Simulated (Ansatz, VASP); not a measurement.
## Ga in VASP and in Ansatz

```
Ga
1.0
    -1.35614    1.35614    2.26404
     1.35614   -1.35614    2.26404
     1.35614    1.35614   -2.26404
Ga
1
Cartesian
  0.0000 0.0000 0.0000
```

Alike in both runs: task single point; functional r2SCAN; k mesh 13 × 13 × 13; occupations fermi-dirac, width 0.05 eV; no spin polarisation.

|  | VASP | Ansatz |
| --- | --- | --- |
| version | VASP 6.6.1 | Ansatz 0.2.0 |
| potentials or method | VASP PAW PBE potentials, release 64 (Ga_d) | Ansatz PAW |
| plane-wave cutoff (eV) | 520 | 500 |
| valence electrons in the cell | 13 | 13 |

|  | VASP | Ansatz | Ansatz less VASP |
| --- | --- | --- | --- |
| gap on the k mesh at the Fermi level (eV) | none | none | - |
| pressure (GPa) | 4.8 | 4.7 | -0.08 |
| traceless stress, the component that is largest in VASP (GPa) | -0.95 | -0.92 | +0.035 |

VASP's potentials were made for PBE, not for r2SCAN. A gap of «none» marks a metal or a gap that the smearing closes. The functional is the same, so the differences come from potentials, cutoffs and numerics.
